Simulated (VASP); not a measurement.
# SnO (P4/nmm) in VASP: notebook

Runs on SnO. Level: PBEsol. Tasks: single point.

All numbers are computed with VASP 6.6.1; they aren't measurements. Logs are shortened: lines on timing, memory, paths and dates and some standing lists are left out, and cuts for length are marked.

**1. The cell of the first run**

It takes space group P4/nmm (No. 129, tetragonal). Conventional cell: a = 3.805 Å, b = 3.805 Å, c = 4.180 Å, α = 90.00°, β = 90.00°, γ = 90.00°. Within 2.9 Å of Sn (site symmetry 4mm) lie 4 O at 2.16 Å. Within 2.9 Å of O (site symmetry -4m2) lie 4 Sn at 2.16 Å and 4 O at 2.69 Å.

**2. Single point, PBEsol**

Input file INCAR:

```
PREC = Accurate
ENCUT = 520
EDIFF = 1E-6
ISMEAR = 0
SIGMA = 0.15
LREAL = F
LASPH = T
NELM = 80
ALGO = Normal
ISIF = 2
LWAVE = F
LCHARG = F
GGA = PS
NBANDS = 28
```

Input file KPOINTS:

```
Automatic mesh
0
Gamma
  10 10 8
```

Input file POSCAR:

```
SnO
1.0
    3.8046173858      0.0000000000      0.0000000000
    0.0000000000      3.8046173858      0.0000000000
    0.0000000000      0.0000000000      4.1799000000
Sn O
2 2
Direct
    0.0000000000      0.5000000000      0.2425296443
    0.5000000000      0.0000000000      0.7574703557
    0.0000000000      0.0000000000      0.0000000000
    0.5000000000      0.5000000000      0.0000000000
```

Potentials or basis: VASP PAW PBE potentials, release 64 (Sn_d, O).

Command:

```sh
cat potpaw_PBE.64/Sn_d/POTCAR potpaw_PBE.64/O/POTCAR > POTCAR
mpirun -np 1 vasp_std > vasp.out
```

OUTCAR:

```text
PREC = Accurate
   ENCUT = 520
   EDIFF = 1E-6
   ISMEAR = 0
   LREAL = F
   LASPH = T
   NELM = 80
   ISIF = 2
   GGA = PS

 ion  position               nearest neighbor table
   1  0.000  0.500  0.243-   3 2.16   4 2.16   3 2.16   4 2.16   2 3.37   2 3.37   2 3.37   2 3.37
                             2 3.45   2 3.45   2 3.45   2 3.45
   2  0.500  0.000  0.757-   3 2.16   4 2.16   4 2.16   3 2.16   1 3.37   1 3.37   1 3.37   1 3.37
                             1 3.45   1 3.45   1 3.45   1 3.45
   3  0.000  0.000  0.000-   1 2.16   2 2.16   1 2.16   2 2.16
   4  0.500  0.500  0.000-   1 2.16   2 2.16   2 2.16   1 2.16

  LATTYP: Found a simple tetragonal cell.
 ALAT       =     3.8046173858
 C/A-ratio  =     1.0986387266

  Lattice vectors:

 A1 = (   3.8046173858,   0.0000000000,   0.0000000000)
 A2 = (   0.0000000000,   3.8046173858,   0.0000000000)
 A3 = (   0.0000000000,   0.0000000000,   4.1799000000)

Analysis of symmetry for initial positions (statically):
=====================================================================
 Subroutine PRICEL returns:
 Original cell was already a primitive cell.

 Routine SETGRP: Setting up the symmetry group for a
 simple tetragonal supercell.

 Subroutine GETGRP returns: Found 16 space group operations
 (whereof  8 operations were pure point group operations)
 out of a pool of 16 trial point group operations.

The static configuration has the point symmetry D_2d.
 The point group associated with its full space group is D_4h.

Analysis of symmetry for dynamics (positions and initial velocities):
=====================================================================
 Subroutine PRICEL returns:
 Original cell was already a primitive cell.

 Routine SETGRP: Setting up the symmetry group for a
 simple tetragonal supercell.

 Subroutine GETGRP returns: Found 16 space group operations
 (whereof  8 operations were pure point group operations)
 out of a pool of 16 trial point group operations.

The dynamic configuration has the point symmetry D_2d.
 The point group associated with its full space group is D_4h.

 Subroutine INISYM returns: Found 16 space group operations
 (whereof  8 operations are pure point group operations),
 and found     1 'primitive' translations

----------------------------------------------------------------------------------------

                                     Primitive cell

  volume of cell :      60.5045

  direct lattice vectors                    reciprocal lattice vectors
     3.804617386  0.000000000  0.000000000     0.262838519  0.000000000  0.000000000
     0.000000000  3.804617386  0.000000000     0.000000000  0.262838519  0.000000000
     0.000000000  0.000000000  4.179900000     0.000000000  0.000000000  0.239240173

  length of vectors
     3.804617386  3.804617386  4.179900000     0.262838519  0.262838519  0.239240173

  position of ions in fractional coordinates (direct lattice)
     0.000000000  0.500000000  0.242529644
     0.500000000  0.000000000  0.757470356
     0.000000000  0.000000000  0.000000000
     0.500000000  0.500000000  0.000000000

  ion indices of the primitive-cell ions
   primitive index   ion index
                 1           1
                 2           2
                 3           3
                 4           4

----------------------------------------------------------------------------------------

 KPOINTS: Automatic mesh

Automatic generation of k-mesh.
 Grid dimensions read from file:
 generate k-points for:   10   10    8

 Generating k-lattice:

  Cartesian coordinates                     Fractional coordinates (reciprocal lattice)
     0.026283852  0.000000000  0.000000000     0.100000000  0.000000000  0.000000000
     0.000000000  0.026283852  0.000000000     0.000000000  0.100000000  0.000000000
     0.000000000  0.000000000  0.029905022     0.000000000  0.000000000  0.125000000

  Length of vectors
     0.026283852  0.026283852  0.029905022

  Shift w.r.t. Gamma in fractional coordinates (k-lattice)
     0.000000000  0.000000000  0.000000000

 Subroutine IBZKPT returns following result:
 ===========================================

 Found    105 irreducible k-points:

 Following reciprocal coordinates:
            Coordinates               Weight
  0.000000  0.000000  0.000000      1.000000
  0.100000  0.000000  0.000000      4.000000
  0.200000  0.000000  0.000000      4.000000
  0.300000  0.000000  0.000000      4.000000
  0.400000  0.000000  0.000000      4.000000
  0.500000  0.000000  0.000000      2.000000
[... 16 lines left out ...]
  0.100000  0.000000  0.125000      8.000000
  0.200000  0.000000  0.125000      8.000000
 [... further k-points ...]
   k-points           NKPTS =    105   k-points in BZ     NKDIM =    105   number of bands    NBANDS=     28
   number of dos      NEDOS =    301   number of ions     NIONS =      4
   total plane-waves  NPLWV =  25088
   dimension x,y,z NGX =    28 NGY =   28 NGZ =   32
   dimension x,y,z NGXF=    56 NGYF=   56 NGZF=   64
   ions per type =               2   2
   NGX,Y,Z   is equivalent  to a cutoff of  12.23, 12.23, 12.73 a.u.
   NGXF,Y,Z  is equivalent  to a cutoff of  24.47, 24.47, 25.45 a.u.
 SYSTEM =  unknown system
   PREC   = accura    normal or accurate (medium, high low for compatibility)
   ISTART =      0    job   : 0-new  1-cont  2-samecut
   ICHARG =      2    charge: 1-file 2-atom 10-const
   ISPIN  =      1    spin polarized calculation?
   LNONCOLLINEAR =      F non collinear calculations
   LSORBIT =      F    spin-orbit coupling
   LASPH  =      T    aspherical Exc in radial PAW
   ENCUT  =  520.0 eV  38.22 Ry    6.18 a.u.   7.07  7.07  7.77*2*pi/ulx,y,z
   NELM   =     80;   NELMIN=  2; NELMDL= -5     # of ELM steps
   EDIFF  = 0.1E-05   stopping-criterion for ELM
   LREAL  =      F    real-space projection
   EDIFFG = 0.1E-04   stopping-criterion for IOM
   NSW    =      0    number of steps for IOM
   IBRION =     -1    ionic relax: 0-MD 1-quasi-New 2-CG
   NFREE  =      0    steps in history (QN), initial steepest desc. (CG)
   ISIF   =      2    stress and relaxation
   ISYM   =      2    0-nonsym 1-usesym 2-fastsym
   POTIM  = 0.5000    time-step for ionic-motion
   TEBEG  =    0.0;   TEEND  =   0.0 temperature during run
   PSTRESS=    0.0 pullay stress
   NELECT =      40.0000    total number of electrons
   NUPDOWN=      -1.0000    fix difference up-down
   EMIN   =  10.00;   EMAX   =-10.00  energy-range for DOS
   EFERMI =   0.00;   METHOD = LEGACY
   ISMEAR =     0;   SIGMA  =   0.15  broadening in eV -4-tet -1-fermi 0-gaus
   EFERMI_NEDOS =   21; number of points for ismear=-14 and -15
   IALGO  =     38    algorithm
   IMIX   =      4    mixing-type and parameters
     AMIX     =   0.40;   BMIX     =  1.00
     AMIX_MAG =   1.60;   BMIX_MAG =  1.00
  volume/ion in A,a.u.               =      15.13       102.08
  Fermi-wavevector in a.u.,A,eV,Ry     =   1.426151  2.695035 27.672984  2.033907
  Thomas-Fermi vector in A             =   2.546459
   LORBIT       =      0    0 simple, 1 ext, 2 COOP (PROOUT), +10 PAW based schemes
   GGA     = PS    functional components
   LHFCALC =     F    Hartree Fock is set to
   AEXX    =    0.0000 exact exchange contribution
   IVDW    =     0    specifies the selected vdW correction
   LEPSILON=     F    determine dielectric tensor
   LRPA    =     F    only Hartree local field effects (RPA)
 non-spin polarized calculation
 Gauss-broadening in eV      SIGMA  =   0.15
  energy-cutoff  :      520.00
  volume of cell :       60.50
 maximum number of plane-waves:      1656
   NGX = 15   NGY = 15   NGZ = 15

 number of electron      39.9999998 magnetization

 Free energy of the ion-electron system (eV)
  ---------------------------------------------------
  ext. energy  EPLUGINS =         0.00000000
  ---------------------------------------------------
  free energy    TOTEN  =       -23.79086242 eV

  energy without entropy =      -23.78985305  energy(sigma->0) =      -23.79035773

 E-fermi :   8.8163     XC(G=0): -11.3018

 val. band max:        8.7811797937   @ k =   0.5000   0.5000   0.0000
 cond. band min:       9.1142646682   @ k =   0.5000   0.5000   0.1250
 fundamental gap:      0.3330848746
 Fermi energy:         8.8162952288

 k-point     1 :       0.0000    0.0000    0.0000
  band No.  band energies     occupation
      1     -13.5278      2.00000
      2     -12.7980      2.00000
      3     -12.7730      2.00000
      4     -12.7730      2.00000
      5     -12.7085      2.00000
      6     -12.6837      2.00000
[... 20 lines left out ...]
     27      15.9391      0.00000
     28      16.2138      0.00000

 k-point     2 :       0.1000    0.0000    0.0000
  band No.  band energies     occupation
      1     -13.5178      2.00000
      2     -12.8569      2.00000
      3     -12.7683      2.00000
      4     -12.7674      2.00000
      5     -12.7027      2.00000
      6     -12.6797      2.00000
[... 20 lines left out ...]
     27      16.1647      0.00000
     28      16.8103      0.00000

 k-point     3 :       0.2000    0.0000    0.0000
  band No.  band energies     occupation
      1     -13.4894      2.00000
      2     -12.9810      2.00000
      3     -12.7552      2.00000
      4     -12.7515      2.00000
      5     -12.6856      2.00000
      6     -12.6768      2.00000
[... 20 lines left out ...]
     27      16.2769      0.00000
     28      18.3011      0.00000

 k-point     4 :       0.3000    0.0000    0.0000
  band No.  band energies     occupation
      1     -13.4457      2.00000
      2     -13.1095      2.00000
      3     -12.7356      2.00000
      4     -12.7273      2.00000
      5     -12.6768      2.00000
      6     -12.6593      2.00000
[... 578 lines left out ...]
     27      16.3199      0.00000
     28      16.3452      0.00000

 k-point    23 :       0.1000    0.0000    0.1250
  band No.  band energies     occupation
      1     -13.5117      2.00000
      2     -12.8717      2.00000
      3     -12.7647      2.00000
      4     -12.7589      2.00000
      5     -12.6922      2.00000
      6     -12.6838      2.00000
[... 20 lines left out ...]
     27      16.5070      0.00000
     28      16.9340      0.00000

 k-point    24 :       0.2000    0.0000    0.1250
  band No.  band energies     occupation
      1     -13.4853      2.00000
      2     -12.9941      2.00000
      3     -12.7572      2.00000
      4     -12.7421      2.00000
      5     -12.6793      2.00000
      6     -12.6698      2.00000
[... 20 lines left out ...]
     27      16.7161      0.00000
     28      18.2917      0.00000

 [... further k-points ...]

------------------------ aborting loop because EDIFF is reached ----------------------------------------

  FORCE on cell =-STRESS in cart. coord.  units (eV):
  Direction    XX          YY          ZZ          XY          YZ          ZX
  --------------------------------------------------------------------------------------
  -------------------------------------------------------------------------------------
  Total        4.5447308      4.5447308      6.2015078      0.0000000      0.0000000      0.0000000
  in kB      120.3457821    120.3457821    164.2177153      0.0000000      0.0000000      0.0000000
  external PRESSURE =     134.9697598 kB  Pullay stress =       0.0000000 kB

 VOLUME and BASIS-vectors are now :
 -----------------------------------------------------------------------------
  energy-cutoff  :      520.00
  volume of cell :       60.50
      direct lattice vectors                 reciprocal lattice vectors
     3.804617386  0.000000000  0.000000000     0.262838519  0.000000000  0.000000000
     0.000000000  3.804617386  0.000000000     0.000000000  0.262838519  0.000000000
     0.000000000  0.000000000  4.179900000     0.000000000  0.000000000  0.239240173

 POSITION                                       TOTAL-FORCE (eV/Angst)
 -----------------------------------------------------------------------------------
      0.00000      1.90231      1.01375        -0.000000      0.000000      2.145800
      1.90231      0.00000      3.16615         0.000000     -0.000000     -2.145800
      0.00000      0.00000      0.00000         0.000000     -0.000000      0.000000
      1.90231      1.90231      0.00000         0.000000      0.000000      0.000000
 -----------------------------------------------------------------------------------
    total drift:                                0.000000      0.000000      0.000000

  FREE ENERGIE OF THE ION-ELECTRON SYSTEM (eV)
  ---------------------------------------------------
  free  energy   TOTEN  =       -23.7908624208 eV

  energy  without entropy=      -23.7898530453  energy(sigma->0) =      -23.79035773
```

Run time: 97 s. Hardware: 1 thread of AMD EPYC 7R13 (Zen 3), shared host; peak memory 0.24 GiB.

What came out:

| Quantity | Value |
| --- | --- |
| Free energy | -23.7909 eV |
| Pressure | 13.5 GPa |
| Largest force | 2.146 eV/Å |
| Band gap on the k mesh | 0.14 eV (least direct gap 1.39 eV) |

Forces in eV/Å, atoms in the order of the input:
```
Sn   0.000  0.000  2.146
Sn   0.000  0.000 -2.146
O    0.000  0.000  0.000
O    0.000  0.000  0.000
```

Stress tensor (GPa, compression positive):
```
12.03  0.00  0.00
 0.00 12.03  0.00
 0.00  0.00 16.42
```

Levels at points of the mesh, in eV from the valence-band top:
```csv
k point,band 16,band 17,band 18,band 19,band 20,band 21,band 22,band 23,band 24,band 25
"(0.00, 0.00, 0.00)",-6.64,-3.88,-3.88,-3.66,-0.31,2.55,4.95,4.95,5.84,7.06
"(0.50, 0.00, 0.00)",-5.62,-5.16,-5.16,-2.44,-2.44,4.26,4.26,6.32,6.32,6.74
"(0.50, 0.50, 0.00)",-5.29,-3.08,-3.08,-1.25,-1.25,0.14,0.14,5.66,5.66,8.41
"(0.00, 0.00, 0.50)",-3.88,-3.88,-3.87,-1.89,-1.38,1.07,2.73,2.73,3.12,8.85
"(0.50, 0.00, 0.50)",-6.16,-5.51,-5.51,-1.31,-1.31,3.42,3.42,5.43,5.43,7.41
"(0.50, 0.50, 0.50)",-6.15,-3.08,-3.08,-2.79,-2.79,3.05,3.05,5.44,5.44,5.89
```

Caveat: the cell stands under pressure; the smearing spreads over this small gap; semilocal functionals underestimate gaps, and a narrow one can read as zero; the PAW data sets were made with another functional, which shifts forces and pressure a little; spin-orbit coupling is left out, which moves the levels of the heavy elements. A k mesh can miss the band edges.

(Continued in part 2 of 2.)

The gap in the log of VASP goes by the Fermi energy; the results here count the filled bands.